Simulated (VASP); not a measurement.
# PbS in VASP: a series of runs

PbS is run at these levels: PBE; tasks: single point.

All numbers are computed with VASP 6.6.1; they aren't measurements. Logs are shortened: lines on timing, memory, paths and dates and some standing lists are left out, and cuts for length are marked.

## (1) The cell of the first run

The structure is orthorhombic, space group Cmc2_1 (No. 36). The conventional cell has a = 4.168 Å, b = 7.226 Å, c = 7.659 Å, α = 90.00°, β = 90.00°, γ = 90.00°. Within 3.8 Å of Pb (site symmetry m) lie 6 S at 2.88 to 3.30 Å. Within 3.8 Å of S (site symmetry m) lie 6 Pb at 2.88 to 3.30 Å.

## (2) Single point, PBE

Input file INCAR:

```
SYSTEM = PbS
ALGO = Normal ; EDIFF = 1E-6
ENCUT = 520 ; GGA = PE
ISIF = 2 ; ISMEAR = -1
LASPH = .True. ; LCHARG = .True.
LELF = .True. ; LREAL = .False.
LVHAR = .True. ; LWAVE = .False.
NBANDS = 28 ; NELM = 60
PREC = Accurate ; SIGMA = 0.05
```

Input file KPOINTS:

```
k-points
0
Gamma
  8 8 4
  0 0 0
```

Input file POSCAR:

```
PbS
1.0
    2.0840099683     -3.6127534523      0.0000000000
    2.0840099683      3.6127534523      0.0000000000
    0.0000000000      0.0000000000      7.6594291057
Pb S
2 2
Direct
    0.9989683400      0.0010316600      0.0132681900
    0.0010316600      0.9989683400      0.5132681900
    0.3328545200      0.6671454800      0.8075318100
    0.6671454800      0.3328545200      0.3075318100
```

Potentials or basis: VASP PAW PBE potentials, release 64 (Pb_d, S).

Launch:

```bash
$ cat potpaw_PBE.64/Pb_d/POTCAR potpaw_PBE.64/S/POTCAR > POTCAR
$ mpirun -np 1 vasp_std > vasp.out
```

OUTCAR:

```text
SYSTEM = PbS
   EDIFF = 1E-6
   ENCUT = 520
   GGA = PE
   ISIF = 2
   ISMEAR = -1
   LASPH = .True.
   LREAL = .False.
   NELM = 60
   PREC = Accurate

 ion  position               nearest neighbor table
   1  0.999  0.001  0.013-   3 2.88   3 2.88   3 2.88   4 3.29   4 3.30   4 3.30   2 3.83   2 3.83

   2  0.001  0.999  0.513-   4 2.88   4 2.88   4 2.88   3 3.29   3 3.30   3 3.30   1 3.83   1 3.83

   3  0.333  0.667  0.808-   1 2.88   1 2.88   1 2.88   2 3.29   2 3.30   2 3.30
   4  0.667  0.333  0.308-   2 2.88   2 2.88   2 2.88   1 3.29   1 3.30   1 3.30

  LATTYP: Found a base centered orthorhombic cell.
 ALAT       =     4.1680199366
 B/A-ratio  =     1.7335586236
 C/A-ratio  =     1.8376661394

  Lattice vectors:

 A1 = (   2.0840099683,  -3.6127534523,   0.0000000000)
 A2 = (   2.0840099683,   3.6127534523,   0.0000000000)
 A3 = (   0.0000000000,   0.0000000000,   7.6594291057)

Analysis of symmetry for initial positions (statically):
=====================================================================
 Subroutine PRICEL returns:
 Original cell was already a primitive cell.

 Routine SETGRP: Setting up the symmetry group for a
 base centered orthorhombic supercell.

 Subroutine GETGRP returns: Found  4 space group operations
 (whereof  2 operations were pure point group operations)
 out of a pool of  8 trial point group operations.

The static configuration has the point symmetry C_1h.
 The point group associated with its full space group is C_2v.

Analysis of symmetry for dynamics (positions and initial velocities):
=====================================================================
 Subroutine PRICEL returns:
 Original cell was already a primitive cell.

 Routine SETGRP: Setting up the symmetry group for a
 base centered orthorhombic supercell.

 Subroutine GETGRP returns: Found  4 space group operations
 (whereof  2 operations were pure point group operations)
 out of a pool of  8 trial point group operations.

The dynamic configuration has the point symmetry C_1h.
 The point group associated with its full space group is C_2v.

 Subroutine INISYM returns: Found  4 space group operations
 (whereof  2 operations are pure point group operations),
 and found     1 'primitive' translations

----------------------------------------------------------------------------------------

                                     Primitive cell

  volume of cell :     115.3359

  direct lattice vectors                    reciprocal lattice vectors
     2.084009968 -3.612753452  0.000000000     0.239922077 -0.138398594  0.000000000
     2.084009968  3.612753452  0.000000000     0.239922077  0.138398594  0.000000000
     0.000000000  0.000000000  7.659429106     0.000000000  0.000000000  0.130558033

  length of vectors
     4.170741547  4.170741547  7.659429106     0.276977930  0.276977930  0.130558033

  position of ions in fractional coordinates (direct lattice)
     0.998968340  0.001031660  0.013268190
     0.001031660  0.998968340  0.513268190
     0.332854520  0.667145480  0.807531810
     0.667145480  0.332854520  0.307531810

  ion indices of the primitive-cell ions
   primitive index   ion index
                 1           1
                 2           2
                 3           3
                 4           4

----------------------------------------------------------------------------------------

 KPOINTS: k-points

Automatic generation of k-mesh.
 Grid dimensions read from file:
 generate k-points for:    8    8    4

 Generating k-lattice:

  Cartesian coordinates                     Fractional coordinates (reciprocal lattice)
     0.029990260 -0.017299824  0.000000000     0.125000000 -0.000000000  0.000000000
     0.029990260  0.017299824  0.000000000    -0.000000000  0.125000000  0.000000000
     0.000000000  0.000000000  0.032639508     0.000000000  0.000000000  0.250000000

  Length of vectors
     0.034622241  0.034622241  0.032639508

  Shift w.r.t. Gamma in fractional coordinates (k-lattice)
     0.000000000  0.000000000  0.000000000

 Subroutine IBZKPT returns following result:
 ===========================================

 Found     63 irreducible k-points:

 Following reciprocal coordinates:
            Coordinates               Weight
  0.000000  0.000000  0.000000      1.000000
  0.125000 -0.000000  0.000000      4.000000
  0.250000 -0.000000  0.000000      4.000000
  0.375000  0.000000  0.000000      4.000000
  0.500000 -0.000000  0.000000      2.000000
  0.125000  0.125000  0.000000      2.000000
[... 16 lines left out ...]
  0.125000 -0.000000  0.250000      8.000000
  0.250000 -0.000000  0.250000      8.000000
 [... further k-points ...]
   k-points           NKPTS =     63   k-points in BZ     NKDIM =     63   number of bands    NBANDS=     28
   number of dos      NEDOS =    301   number of ions     NIONS =      4
   total plane-waves  NPLWV =  61440
   dimension x,y,z NGX =    32 NGY =   32 NGZ =   60
   dimension x,y,z NGXF=    64 NGYF=   64 NGZF=  120
   ions per type =               2   2
   NGX,Y,Z   is equivalent  to a cutoff of  12.76, 12.76, 13.02 a.u.
   NGXF,Y,Z  is equivalent  to a cutoff of  25.51, 25.51, 26.05 a.u.
 SYSTEM =  PbS
   PREC   = accura    normal or accurate (medium, high low for compatibility)
   ISTART =      0    job   : 0-new  1-cont  2-samecut
   ICHARG =      2    charge: 1-file 2-atom 10-const
   ISPIN  =      1    spin polarized calculation?
   LNONCOLLINEAR =      F non collinear calculations
   LSORBIT =      F    spin-orbit coupling
   LASPH  =      T    aspherical Exc in radial PAW
   ENCUT  =  520.0 eV  38.22 Ry    6.18 a.u.   7.75  7.75 14.24*2*pi/ulx,y,z
   NELM   =     60;   NELMIN=  2; NELMDL= -5     # of ELM steps
   EDIFF  = 0.1E-05   stopping-criterion for ELM
   LREAL  =      F    real-space projection
   EDIFFG = 0.1E-04   stopping-criterion for IOM
   NSW    =      0    number of steps for IOM
   IBRION =     -1    ionic relax: 0-MD 1-quasi-New 2-CG
   NFREE  =      0    steps in history (QN), initial steepest desc. (CG)
   ISIF   =      2    stress and relaxation
   ISYM   =      2    0-nonsym 1-usesym 2-fastsym
   POTIM  = 0.5000    time-step for ionic-motion
   TEBEG  =    0.0;   TEEND  =   0.0 temperature during run
   PSTRESS=    0.0 pullay stress
   NELECT =      40.0000    total number of electrons
   NUPDOWN=      -1.0000    fix difference up-down
   EMIN   =  10.00;   EMAX   =-10.00  energy-range for DOS
   EFERMI =   0.00;   METHOD = LEGACY
   ISMEAR =    -1;   SIGMA  =   0.05  broadening in eV -4-tet -1-fermi 0-gaus
   EFERMI_NEDOS =   21; number of points for ismear=-14 and -15
   IALGO  =     38    algorithm
   IMIX   =      4    mixing-type and parameters
     AMIX     =   0.40;   BMIX     =  1.00
     AMIX_MAG =   1.60;   BMIX_MAG =  1.00
  volume/ion in A,a.u.               =      28.83       194.58
  Fermi-wavevector in a.u.,A,eV,Ry     =   1.150200  2.173563 17.999961  1.322960
  Thomas-Fermi vector in A             =   2.286865
   LORBIT       =      0    0 simple, 1 ext, 2 COOP (PROOUT), +10 PAW based schemes
   GGA     = PE    functional components
[... 5 lines left out ...]
 non-spin polarized calculation
  energy-cutoff  :      520.00
  volume of cell :      115.34
 maximum number of plane-waves:      3155
   NGX = 15   NGY = 15   NGZ = 29

 number of electron      39.9999998 magnetization

 Free energy of the ion-electron system (eV)
  ---------------------------------------------------
  ext. energy  EPLUGINS =         0.00000000
  ---------------------------------------------------
  free energy    TOTEN  =       -17.31185046 eV

  energy without entropy =      -17.31182248  energy(sigma->0) =      -17.31183647

 E-fermi :   4.8903     XC(G=0):  -9.1765

 val. band max:        4.5232419537   @ k =   0.3750   0.3750   0.0000
 cond. band min:       5.2174301988   @ k =   0.5000   0.5000   0.0000
 fundamental gap:      0.6941882452
 Fermi energy:         4.8903412108

 k-point     1 :       0.0000    0.0000    0.0000
  band No.  band energies     occupation
      1     -12.1570      2.00000
      2     -12.1176      2.00000
      3     -12.1172      2.00000
      4     -12.1079      2.00000
      5     -12.1076      2.00000
      6     -12.0858      2.00000
[... 20 lines left out ...]
     27      11.6913      0.00000
     28      12.4578      0.00000

 k-point     2 :       0.1250   -0.0000    0.0000
  band No.  band energies     occupation
      1     -12.1535      2.00000
      2     -12.1262      2.00000
      3     -12.1107      2.00000
      4     -12.1105      2.00000
      5     -12.1005      2.00000
      6     -12.0923      2.00000
[... 20 lines left out ...]
     27      11.2393      0.00000
     28      11.6063      0.00000

 k-point     3 :       0.2500   -0.0000    0.0000
  band No.  band energies     occupation
      1     -12.1576      2.00000
      2     -12.1414      2.00000
      3     -12.1193      2.00000
      4     -12.1001      2.00000
      5     -12.1000      2.00000
      6     -12.0834      2.00000
[... 20 lines left out ...]
     27      10.8057      0.00000
     28      12.0688      0.00000

 k-point     4 :       0.3750    0.0000    0.0000
  band No.  band energies     occupation
      1     -12.1854      2.00000
      2     -12.1378      2.00000
      3     -12.1298      2.00000
      4     -12.1018      2.00000
      5     -12.0996      2.00000
      6     -12.0729      2.00000
[... 20 lines left out ...]
     27      10.8773      0.00000
     28      12.5754      0.00000

 k-point     5 :       0.5000   -0.0000    0.0000
  band No.  band energies     occupation
      1     -12.1976      2.00000
      2     -12.1366      2.00000
      3     -12.1347      2.00000
      4     -12.1010      2.00000
      5     -12.1004      2.00000
      6     -12.0764      2.00000
[... 20 lines left out ...]
     27      10.9279      0.00000
     28      12.2348      0.00000

 k-point     6 :       0.1250    0.1250    0.0000
  band No.  band energies     occupation
      1     -12.1479      2.00000
      2     -12.1431      2.00000
      3     -12.1151      2.00000
      4     -12.1023      2.00000
      5     -12.0987      2.00000
      6     -12.0905      2.00000
[... 463 lines left out ...]
      5     -12.1003      2.00000
      6     -12.0759      2.00000
[... 20 lines left out ...]
     27      10.9419      0.00000
     28      12.2391      0.00000

 k-point    22 :       0.0000    0.0000    0.2500
  band No.  band energies     occupation
      1     -12.1416      2.00000
      2     -12.1158      2.00000
      3     -12.1155      2.00000
      4     -12.1090      2.00000
      5     -12.1088      2.00000
      6     -12.0808      2.00000
[... 20 lines left out ...]
     27      11.6827      0.00000
     28      12.9504      0.00000

 k-point    23 :       0.1250   -0.0000    0.2500
  band No.  band energies     occupation
      1     -12.1384      2.00000
      2     -12.1228      2.00000
      3     -12.1121      2.00000
      4     -12.1087      2.00000
      5     -12.1017      2.00000
      6     -12.0877      2.00000
[... 20 lines left out ...]
     27      11.5399      0.00000
     28      12.2515      0.00000

 k-point    24 :       0.2500   -0.0000    0.2500
  band No.  band energies     occupation
      1     -12.1499      2.00000
      2     -12.1284      2.00000
      3     -12.1213      2.00000
      4     -12.0963      2.00000
      5     -12.0956      2.00000
      6     -12.0843      2.00000
[... 20 lines left out ...]
     27      10.9173      0.00000
     28      12.2317      0.00000

 [... further k-points ...]
[... 5 lines left out ...]
  --------------------------------------------------------------------------------------
  -------------------------------------------------------------------------------------
  Total       -0.6358460     -0.6560759     -0.8881894      0.0000000      0.0000000      0.0000000
  in kB       -8.8327917     -9.1138135    -12.3381958      0.0000000      0.0000000      0.0000000
  external PRESSURE =     -10.0949337 kB  Pullay stress =       0.0000000 kB

 VOLUME and BASIS-vectors are now :
 -----------------------------------------------------------------------------
  energy-cutoff  :      520.00
  volume of cell :      115.34
      direct lattice vectors                 reciprocal lattice vectors
     2.084009968 -3.612753452  0.000000000     0.239922077 -0.138398594  0.000000000
     2.084009968  3.612753452  0.000000000     0.239922077  0.138398594  0.000000000
     0.000000000  0.000000000  7.659429106     0.000000000  0.000000000  0.130558033

 POSITION                                       TOTAL-FORCE (eV/Angst)
 -----------------------------------------------------------------------------------
      2.08401     -3.60530      0.10163         0.000000     -0.004505     -0.071049
      2.08401      3.60530      3.93134         0.000000      0.004505     -0.071049
      2.08401      1.20771      6.18523         0.000000      0.002724      0.071049
      2.08401     -1.20771      2.35552         0.000000     -0.002724      0.071049
 -----------------------------------------------------------------------------------
    total drift:                               -0.000000     -0.000000      0.000747

  FREE ENERGIE OF THE ION-ELECTRON SYSTEM (eV)
  ---------------------------------------------------
  free  energy   TOTEN  =       -17.3118504624 eV

  energy  without entropy=      -17.3118224771  energy(sigma->0) =      -17.31183647
```

It took 4.8 min on 1 thread of AMD EPYC 7R13, shared host; peak memory 0.31 GiB.

What came out:

- Free energy: -17.3119 eV
- Pressure: -1.0 GPa
- Largest force: 0.071 eV/Å
- Band gap on the k mesh: 0.69 eV, indirect (least direct gap 1.14 eV)

Forces on the atoms (eV/Å):
```
Pb   0.000 -0.005 -0.071
Pb   0.000  0.005 -0.071
S    0.000  0.003  0.071
S    0.000 -0.003  0.071
```

Stress tensor (GPa, compression positive):
```
-0.88  0.00  0.00
 0.00 -0.91  0.00
 0.00  0.00 -1.23
```

Levels at points of the mesh, in eV from the valence-band top:
```
           k point  band 17  band 18  band 19  band 20  band 21  band 22  band 23  band 24
(0.00, 0.00, 0.00)    -1.54    -1.23    -1.22    -0.02     1.11     3.63     3.63     3.90
(0.50, 0.00, 0.00)    -2.56    -1.54    -1.26    -0.71     0.70     2.64     2.97     4.01
(0.50, 0.50, 0.00)    -2.56    -1.54    -1.26    -0.70     0.69     2.65     2.98     4.01
(0.00, 0.00, 0.50)    -1.38    -1.38    -1.17    -1.17     2.74     2.74     3.68     3.68
(0.50, 0.00, 0.50)    -2.13    -2.13    -2.08    -2.08     2.55     2.55     3.44     3.44
(0.50, 0.50, 0.50)    -2.12    -2.12    -2.08    -2.08     2.55     2.55     3.44     3.44
```

Caveat: spin-orbit coupling is left out, which moves the levels of the heavy elements. A k mesh can miss the band edges.

## (3) Single point, PBE

This run uses another cell than the first one, of 29.39 Å³/atom, 1.019 times its volume.

Input file INCAR:

```
  PREC = Accurate
  ENCUT = 520
  EDIFF = 1E-6
  ISMEAR = -1
  SIGMA = 0.05
  LREAL = F
  LASPH = T
  NELM = 60
  ALGO = Normal
  ISIF = 2
  LWAVE = F
  LCHARG = F
  GGA = PE
  NBANDS = 28
```

Input file KPOINTS:

```
Automatic mesh
0
Gamma
  8 8 4
```

Input file POSCAR:

```
PbS
1.0
    2.0972842750     -3.6357652412      0.0000000000
    2.0972842750      3.6357652412      0.0000000000
    0.0000000000      0.0000000000      7.7082165937
Pb S
2 2
Direct
    0.9989683400      0.0010316600      0.0132681900
    0.0010316600      0.9989683400      0.5132681900
    0.3328545200      0.6671454800      0.8075318100
    0.6671454800      0.3328545200      0.3075318100
```

Potentials or basis: VASP PAW PBE potentials, release 64 (Pb_d, S).

Launch:

```bash
$ cat potpaw_PBE.64/Pb_d/POTCAR potpaw_PBE.64/S/POTCAR > POTCAR
$ mpirun -np 1 vasp_std > vasp.out
```

Run time: 4.3 min. Hardware: 1 thread of AMD EPYC 7R13, shared host; peak memory 0.31 GiB.

The run converged. Its results:

```yaml
Free_energy: -17.2930 eV
Pressure: -1.8 GPa
Largest_force: 0.132 eV/Å
Band_gap_on_the_k_mesh: 0.73 eV, indirect (least direct gap 1.14 eV)
```

Forces in eV/Å, atoms in the order of the input:
```
Pb   0.000 -0.004 -0.132
Pb   0.000  0.004 -0.132
S    0.000  0.002  0.132
S    0.000 -0.002  0.132
```

Stress tensor (GPa, compression positive):
```
-1.67  0.00  0.00
 0.00 -1.70  0.00
 0.00  0.00 -2.12
```

Levels at points of the mesh, in eV from the valence-band top:
| k point | band 16 | band 17 | band 18 | band 19 | band 20 | band 21 | band 22 | band 23 | band 24 | band 25 |
| --- | --- | --- | --- | --- | --- | --- | --- | --- | --- | --- |
| (0.00, 0.00, 0.00) | -1.46 | -1.46 | -1.16 | -1.16 | -0.03 | 1.11 | 3.63 | 3.63 | 3.88 | 3.91 |
| (0.50, 0.00, 0.00) | -3.44 | -2.46 | -1.46 | -1.20 | -0.68 | 0.73 | 2.66 | 2.98 | 4.00 | 4.39 |
| (0.50, 0.50, 0.00) | -3.45 | -2.45 | -1.46 | -1.20 | -0.67 | 0.73 | 2.68 | 2.99 | 4.00 | 4.38 |
| (0.00, 0.00, 0.50) | -1.31 | -1.31 | -1.31 | -1.13 | -1.13 | 2.73 | 2.73 | 3.68 | 3.68 | 3.69 |
| (0.50, 0.00, 0.50) | -2.82 | -2.04 | -2.04 | -2.01 | -2.01 | 2.56 | 2.56 | 3.44 | 3.44 | 3.91 |
| (0.50, 0.50, 0.50) | -2.82 | -2.03 | -2.03 | -2.00 | -2.00 | 2.56 | 2.56 | 3.44 | 3.44 | 3.91 |

Caveat: spin-orbit coupling is left out, which moves the levels of the heavy elements.

(Part 1 of 2 ends here.)
